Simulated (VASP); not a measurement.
# AlInSbN2 (P3m1) in VASP: notebook

Runs on AlInSbN2. Level: PBE. Tasks: single point, relaxation of cell and atoms.

All numbers are computed with VASP 6.6.1; they aren't measurements. Logs are shortened: lines on timing, memory, paths and dates and some standing lists are left out, and cuts for length are marked.

**1. The cell of the first run**

It takes space group P3m1 (No. 156, trigonal). Conventional cell: a = 3.205 Å, b = 3.205 Å, c = 9.210 Å, α = 90.00°, β = 90.00°, γ = 120.00°. Within 2.5 Å of Al (site symmetry 3m) lie 4 N at 1.90 to 1.98 Å. In (site symmetry 3m) has 3 N at 3.05 Å and 6 In at 3.20 Å and 3 Al at 3.42 Å and 3 Sb at 3.68 Å within 4.0 Å. Sb (site symmetry 3m) has 3 N at 2.19 Å within 2.9 Å. N (site symmetry 3m) has 3 Al at 1.90 Å within 2.5 Å. Within 2.6 Å of N (site symmetry 3m) lie 1 Al at 1.98 Å and 3 Sb at 2.19 Å.

**2. Single point, PBE**

Contents of INCAR:

```
SYSTEM = AlInSbN2
PREC = Accurate
ENCUT = 520
EDIFF = 1E-6
ISMEAR = 0
SIGMA = 0.1
LREAL = .FALSE.
LASPH = .TRUE.
NELM = 60
ALGO = Normal
ISIF = 2
LWAVE = .FALSE.
LCHARG = .TRUE.
GGA = PE
LELF = .TRUE.
LVHAR = .TRUE.
NBANDS = 24
```

Contents of KPOINTS:

```
regular mesh
0
G
  6 6 4
  0 0 0
```

Contents of POSCAR:

```
AlInSbN2
1.0
    3.2045682330      0.0000000000      0.0000000000
   -1.6022841165      2.7752374979      0.0000000000
    0.0000000000      0.0000000000      9.2095605008
Al In Sb N
1 1 1 2
Direct
    0.0000000000      0.0000000000      0.3607583630
    0.3333333333      0.6666666667      1.0488460973
    0.6666666667      0.3333333333      0.7029610888
    0.6666666667      0.3333333333      0.3120048639
    0.0000000000      0.0000000000      0.5754295870
```

Potentials or basis: VASP PAW PBE potentials, release 64 (Al, In_d, Sb, N).

On the command line:

```sh
$ cat potpaw_PBE.64/Al/POTCAR potpaw_PBE.64/In_d/POTCAR potpaw_PBE.64/Sb/POTCAR potpaw_PBE.64/N/POTCAR > POTCAR
$ mpirun -np 1 vasp_std > vasp.out
```

OUTCAR:

```text
SYSTEM = AlInSbN2
   PREC = Accurate
   ENCUT = 520
   EDIFF = 1E-6
   ISMEAR = 0
   LREAL = .FALSE.
   LASPH = .TRUE.
   NELM = 60
   ISIF = 2
   GGA = PE

 ion  position               nearest neighbor table
   1  0.000  0.000  0.361-   4 1.90   4 1.90   4 1.90   5 1.98   2 3.42   2 3.42   2 3.42
   2  0.333  0.667  0.049-   1 3.42   1 3.42   1 3.42   3 3.68   3 3.68   3 3.68
   3  0.667  0.333  0.703-   5 2.19   5 2.19   5 2.19   2 3.68   2 3.68   2 3.68
   4  0.667  0.333  0.312-   1 1.90   1 1.90   1 1.90
   5  0.000  0.000  0.575-   1 1.98   3 2.19   3 2.19   3 2.19

  LATTYP: Found a hexagonal cell.
 ALAT       =     3.2045682330
 C/A-ratio  =     2.8738849764

  Lattice vectors:

 A1 = (   3.2045682330,   0.0000000000,   0.0000000000)
 A2 = (  -1.6022841165,   2.7752374979,   0.0000000000)
 A3 = (   0.0000000000,   0.0000000000,   9.2095605008)

Analysis of symmetry for initial positions (statically):
=====================================================================
 Subroutine PRICEL returns:
 Original cell was already a primitive cell.

 Routine SETGRP: Setting up the symmetry group for a
 hexagonal supercell.

 Subroutine GETGRP returns: Found  6 space group operations
 (whereof  6 operations were pure point group operations)
 out of a pool of 24 trial point group operations.

The static configuration has the point symmetry C_3v.

Analysis of symmetry for dynamics (positions and initial velocities):
=====================================================================
 Subroutine PRICEL returns:
 Original cell was already a primitive cell.

 Routine SETGRP: Setting up the symmetry group for a
 hexagonal supercell.

 Subroutine GETGRP returns: Found  6 space group operations
 (whereof  6 operations were pure point group operations)
 out of a pool of 24 trial point group operations.

The dynamic configuration has the point symmetry C_3v.

 Subroutine INISYM returns: Found  6 space group operations
 (whereof  6 operations are pure point group operations),
 and found     1 'primitive' translations

----------------------------------------------------------------------------------------

                                     Primitive cell

  volume of cell :      81.9047

  direct lattice vectors                    reciprocal lattice vectors
     3.204568233  0.000000000  0.000000000     0.312054519  0.180164761  0.000000000
    -1.602284116  2.775237498  0.000000000     0.000000000  0.360329522  0.000000000
     0.000000000  0.000000000  9.209560501     0.000000000  0.000000000  0.108582815

  length of vectors
     3.204568233  3.204568233  9.209560501     0.360329522  0.360329522  0.108582815

  position of ions in fractional coordinates (direct lattice)
     0.000000000  0.000000000  0.360758363
     0.333333333  0.666666667  0.048846097
     0.666666667  0.333333333  0.702961089
     0.666666667  0.333333333  0.312004864
     0.000000000  0.000000000  0.575429587

  ion indices of the primitive-cell ions
   primitive index   ion index
                 1           1
                 2           2
                 3           3
                 4           4
                 5           5

----------------------------------------------------------------------------------------

 KPOINTS: regular mesh

Automatic generation of k-mesh.
 Grid dimensions read from file:
 generate k-points for:    6    6    4

 Generating k-lattice:

  Cartesian coordinates                     Fractional coordinates (reciprocal lattice)
     0.052009087  0.030027460  0.000000000     0.166666667  0.000000000  0.000000000
     0.000000000  0.060054920  0.000000000     0.000000000  0.166666667  0.000000000
     0.000000000  0.000000000  0.027145704     0.000000000  0.000000000  0.250000000

  Length of vectors
     0.060054920  0.060054920  0.027145704

  Shift w.r.t. Gamma in fractional coordinates (k-lattice)
     0.000000000  0.000000000  0.000000000

 Subroutine IBZKPT returns following result:
 ===========================================

 Found     24 irreducible k-points:

 Following reciprocal coordinates:
            Coordinates               Weight
  0.000000  0.000000  0.000000      1.000000
  0.166667  0.000000  0.000000      6.000000
  0.333333  0.000000  0.000000      6.000000
  0.500000  0.000000  0.000000      3.000000
  0.166667  0.166667  0.000000      6.000000
  0.333333  0.166667  0.000000     12.000000
[... 16 lines left out ...]
  0.333333  0.166667  0.500000     12.000000
  0.333333  0.333333  0.500000      2.000000
   k-points           NKPTS =     24   k-points in BZ     NKDIM =     24   number of bands    NBANDS=     24
   number of dos      NEDOS =    301   number of ions     NIONS =      5
   total plane-waves  NPLWV =  40320
   dimension x,y,z NGX =    24 NGY =   24 NGZ =   70
   dimension x,y,z NGXF=    48 NGYF=   48 NGZF=  140
   ions per type =               1   1   1   2
   NGX,Y,Z   is equivalent  to a cutoff of  12.45, 12.45, 12.64 a.u.
   NGXF,Y,Z  is equivalent  to a cutoff of  24.90, 24.90, 25.27 a.u.
 SYSTEM =  AlInSbN2
   PREC   = accura    normal or accurate (medium, high low for compatibility)
   ISTART =      0    job   : 0-new  1-cont  2-samecut
   ICHARG =      2    charge: 1-file 2-atom 10-const
   ISPIN  =      1    spin polarized calculation?
   LNONCOLLINEAR =      F non collinear calculations
   LSORBIT =      F    spin-orbit coupling
   LASPH  =      T    aspherical Exc in radial PAW
   ENCUT  =  520.0 eV  38.22 Ry    6.18 a.u.   5.96  5.96 17.12*2*pi/ulx,y,z
   NELM   =     60;   NELMIN=  2; NELMDL= -5     # of ELM steps
   EDIFF  = 0.1E-05   stopping-criterion for ELM
   LREAL  =      F    real-space projection
   EDIFFG = 0.1E-04   stopping-criterion for IOM
   NSW    =      0    number of steps for IOM
   IBRION =     -1    ionic relax: 0-MD 1-quasi-New 2-CG
   NFREE  =      0    steps in history (QN), initial steepest desc. (CG)
   ISIF   =      2    stress and relaxation
   ISYM   =      2    0-nonsym 1-usesym 2-fastsym
   POTIM  = 0.5000    time-step for ionic-motion
   TEBEG  =    0.0;   TEEND  =   0.0 temperature during run
   PSTRESS=    0.0 pullay stress
   NELECT =      31.0000    total number of electrons
   NUPDOWN=      -1.0000    fix difference up-down
   EMIN   =  10.00;   EMAX   =-10.00  energy-range for DOS
   EFERMI =   0.00;   METHOD = LEGACY
   ISMEAR =     0;   SIGMA  =   0.10  broadening in eV -4-tet -1-fermi 0-gaus
   EFERMI_NEDOS =   21; number of points for ismear=-14 and -15
   IALGO  =     38    algorithm
   IMIX   =      4    mixing-type and parameters
     AMIX     =   0.40;   BMIX     =  1.00
     AMIX_MAG =   1.60;   BMIX_MAG =  1.00
  volume/ion in A,a.u.               =      16.38       110.54
  Fermi-wavevector in a.u.,A,eV,Ry     =   1.184202  2.237818 19.079924  1.402335
  Thomas-Fermi vector in A             =   2.320421
   LORBIT       =      0    0 simple, 1 ext, 2 COOP (PROOUT), +10 PAW based schemes
   GGA     = PE    functional components
   LHFCALC =     F    Hartree Fock is set to
   AEXX    =    0.0000 exact exchange contribution
   IVDW    =     0    specifies the selected vdW correction
   LEPSILON=     F    determine dielectric tensor
   LRPA    =     F    only Hartree local field effects (RPA)
 non-spin polarized calculation
 Gauss-broadening in eV      SIGMA  =   0.10
  energy-cutoff  :      520.00
  volume of cell :       81.90
 maximum number of plane-waves:      2244
   NGX = 11   NGY = 11   NGZ = 35

 number of electron      31.0000000 magnetization

 Free energy of the ion-electron system (eV)
  ---------------------------------------------------
  ext. energy  EPLUGINS =         0.00000000
  ---------------------------------------------------
  free energy    TOTEN  =       -28.02463139 eV

  energy without entropy =      -28.01069964  energy(sigma->0) =      -28.01766551

 E-fermi :   7.6920     XC(G=0): -10.4687

 val. band max:        7.6594038421   @ k =   0.5000   0.0000   0.2500
 cond. band min:       7.6922876490   @ k =  -0.1667   0.5000   0.2500
 fundamental gap:      0.0328838070
 Fermi energy:         7.6920231974

 k-point     1 :       0.0000    0.0000    0.0000
  band No.  band energies     occupation
      1      -9.7775      2.00000
      2      -7.1950      2.00000
      3      -6.9586      2.00000
      4      -6.9194      2.00000
      5      -6.9194      2.00000
      6      -6.6990      2.00000
[... 16 lines left out ...]
     23      17.2617      0.00000
     24      17.2617      0.00000

 k-point     2 :       0.1667    0.0000    0.0000
  band No.  band energies     occupation
      1      -9.3892      2.00000
      2      -7.0558      2.00000
      3      -6.9517      2.00000
      4      -6.8500      2.00000
      5      -6.8243      2.00000
      6      -6.7121      2.00000
[... 16 lines left out ...]
     23      16.4833      0.00000
     24      16.8742      0.00000

 k-point     3 :       0.3333    0.0000    0.0000
  band No.  band energies     occupation
      1      -8.3906      2.00000
      2      -7.0774      2.00000
      3      -6.9354      2.00000
      4      -6.7820      2.00000
      5      -6.7393      2.00000
      6      -6.6271      2.00000
[... 16 lines left out ...]
     23      15.2756      0.00000
     24      15.4647      0.00000

 k-point     4 :       0.5000    0.0000    0.0000
  band No.  band energies     occupation
      1      -7.6652      2.00000
      2      -7.1211      2.00000
      3      -6.9805      2.00000
      4      -6.7523      2.00000
      5      -6.7036      2.00000
      6      -6.5256      2.00000
[... 16 lines left out ...]
     23      14.9145      0.00000
     24      15.8968      0.00000

 k-point     5 :       0.1667    0.1667    0.0000
  band No.  band energies     occupation
      1      -8.6858      2.00000
      2      -6.9623      2.00000
      3      -6.9339      2.00000
      4      -6.8851      2.00000
      5      -6.7461      2.00000
      6      -6.6836      2.00000
[... 16 lines left out ...]
     23      15.2778      0.00000
     24      16.2720      0.00000

 k-point     6 :       0.3333    0.1667    0.0000
  band No.  band energies     occupation
      1      -7.7152      2.00000
      2      -7.0012      2.00000
      3      -6.9456      2.00000
      4      -6.7898      2.00000
      5      -6.7547      2.00000
      6      -6.6041      2.00000
[... 16 lines left out ...]
     23      15.1316      0.00000
     24      16.0757      0.00000
[... 379 lines left out ...]
 k-point    21 :       0.5000    0.0000    0.5000
  band No.  band energies     occupation
      1      -7.6672      2.00000
      2      -7.1212      2.00000
      3      -6.9764      2.00000
      4      -6.7523      2.00000
      5      -6.7028      2.00000
      6      -6.5256      2.00000
[... 16 lines left out ...]
     23      14.5412      0.00000
     24      15.7350      0.00000

 k-point    22 :       0.1667    0.1667    0.5000
  band No.  band energies     occupation
      1      -8.6850      2.00000
      2      -6.9631      2.00000
      3      -6.9366      2.00000
      4      -6.8781      2.00000
      5      -6.7461      2.00000
      6      -6.6873      2.00000
[... 16 lines left out ...]
     23      15.1792      0.00000
     24      16.5517      0.00000

 k-point    23 :       0.3333    0.1667    0.5000
  band No.  band energies     occupation
      1      -7.7163      2.00000
      2      -7.0013      2.00000
      3      -6.9418      2.00000
      4      -6.7900      2.00000
      5      -6.7550      2.00000
      6      -6.6047      2.00000
[... 16 lines left out ...]
     23      15.4416      0.00000
     24      16.0556      0.00000

 k-point    24 :       0.3333    0.3333    0.5000
  band No.  band energies     occupation
      1      -7.3235      2.00000
      2      -6.9007      2.00000
      3      -6.8673      2.00000
      4      -6.7817      2.00000
      5      -6.7760      2.00000
      6      -6.7456      2.00000
[... 16 lines left out ...]
     23      14.0993      0.00000
     24      16.0753      0.00000

------------------------ aborting loop because EDIFF is reached ----------------------------------------

  FORCE on cell =-STRESS in cart. coord.  units (eV):
  Direction    XX          YY          ZZ          XY          YZ          ZX
  --------------------------------------------------------------------------------------
  -------------------------------------------------------------------------------------
  Total       -0.1004768     -0.1004768      0.0159019      0.0000000      0.0000000      0.0000000
  in kB       -1.9654760     -1.9654760      0.3110658      0.0000000      0.0000000      0.0000000
  external PRESSURE =      -1.2066288 kB  Pullay stress =       0.0000000 kB

 VOLUME and BASIS-vectors are now :
 -----------------------------------------------------------------------------
  energy-cutoff  :      520.00
  volume of cell :       81.90
      direct lattice vectors                 reciprocal lattice vectors
     3.204568233  0.000000000  0.000000000     0.312054519  0.180164761  0.000000000
    -1.602284116  2.775237498  0.000000000     0.000000000  0.360329522  0.000000000
     0.000000000  0.000000000  9.209560501     0.000000000  0.000000000  0.108582815

 POSITION                                       TOTAL-FORCE (eV/Angst)
 -----------------------------------------------------------------------------------
      0.00000      0.00000      3.32243         0.000000     -0.000000     -0.009485
     -0.00000      1.85016      0.44985        -0.000000      0.000000      0.017151
      1.60228      0.92508      6.47396        -0.000000      0.000000      0.007523
      1.60228      0.92508      2.87343         0.000000     -0.000000      0.014810
      0.00000      0.00000      5.29945        -0.000000      0.000000     -0.030000
 -----------------------------------------------------------------------------------
    total drift:                               -0.000001      0.000000     -0.000529

  FREE ENERGIE OF THE ION-ELECTRON SYSTEM (eV)
  ---------------------------------------------------
  free  energy   TOTEN  =       -28.0246313874 eV

  energy  without entropy=      -28.0106996369  energy(sigma->0) =      -28.01766551
```

Run time: 20 s. Hardware: 1 thread of Intel Xeon 6975P-C (Granite Rapids), shared host; peak memory 0.22 GiB.

Results:

```
Free energy   : -28.0246 eV
Pressure      : -0.1 GPa
Largest force : 0.030 eV/Å
```

Forces in eV/Å, atoms in the order of the input:
```
Al   0.000  0.000 -0.009
In   0.000  0.000  0.017
Sb   0.000  0.000  0.008
N    0.000  0.000  0.015
N    0.000  0.000 -0.030
```

Levels at points of the mesh, in eV from the Fermi level:
```tsv
k point	band 11	band 12	band 13	band 14	band 15	band 16	band 17	band 18	band 19	band 20
(0.00, 0.00, 0.00)	-2.67	-2.67	-1.76	-1.76	-1.33	-0.11	2.84	5.37	5.44	5.44
(0.50, 0.00, 0.00)	-4.07	-4.03	-2.55	-2.35	-2.23	-0.98	-0.41	3.29	3.73	4.29
(0.00, 0.00, 0.50)	-3.02	-2.67	-2.67	-1.76	-1.76	1.16	2.40	5.11	5.44	5.44
(0.50, 0.00, 0.50)	-4.03	-3.67	-3.02	-2.74	-2.55	-0.49	0.21	2.76	3.54	4.35
```

Caveat: the k points lie up to 0.38 Å⁻¹ apart; spin-orbit coupling is left out, which moves the levels of the heavy elements.

(Continued in part 2 of 4.)
